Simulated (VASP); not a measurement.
A run of VASP 6.6.1 is set up as follows.

File POSCAR:

```
PbO2
1.0
    4.9949598700      0.0000000000      0.0000000000
    0.0000000000      4.9949598700      0.0000000000
    0.0000000000      0.0000000000      3.4090009600
Pb O
2 4
Direct
    0.5000000000      0.5000000000      0.5000000000
    0.0000000000      0.0000000000      0.0000000000
    0.6925710400      0.6925710400      0.0000000000
    0.8074289600      0.1925710400      0.5000000000
    0.1925710400      0.8074289600      0.5000000000
    0.3074289600      0.3074289600      0.0000000000
```

The input INCAR.step1:

```
PREC = Accurate
ENCUT = 520
ISMEAR = -1
SIGMA = 0.05
LREAL = False
LASPH = True
NELM = 100
NBANDS = 35
GGA = PE
ALGO = Normal
EDIFF = 1E-4
LWAVE = True
LCHARG = False
```

INCAR.step2

```
PREC = Accurate
ENCUT = 520
EDIFF = 1E-6
ISMEAR = -1
SIGMA = 0.05
LREAL = False
LASPH = True
NELM = 100
ALGO = Normal
ISIF = 2
LWAVE = False
LCHARG = False
METAGGA = R2SCAN
LMIXTAU = True
NBANDS = 35
ISTART = 1
```

Contents of KPOINTS:

```
Automatic mesh
0
Gamma
  6 6 8
```

Potentials or basis: VASP PAW PBE potentials, release 64 (Pb_d, O).

The run is started by

```bash
$ cat potpaw_PBE.64/Pb_d/POTCAR potpaw_PBE.64/O/POTCAR > POTCAR
$ cp INCAR.step1 INCAR
$ mpirun -np 1 vasp_std > vasp.out
$ cp INCAR.step2 INCAR
$ mpirun -np 1 vasp_std > vasp.out
```

Question: Estimate the largest force.

Answer: 0.019 eV/Å.

Question: Estimate the band gap on the k mesh.

Answer: 0.10 eV (least direct gap 0.32 eV).

Question: Estimate the pressure.

Answer: 0.1 GPa.

Stress tensor (GPa, compression positive):
```
0.07 0.00 0.00
0.00 0.07 0.00
0.00 0.00 0.27
```

Caveat: the smearing spreads over this small gap; the PAW data sets were made with another functional, which shifts forces and pressure a little; spin-orbit coupling is left out, which moves the levels of the heavy elements. A k mesh can miss the band edges.
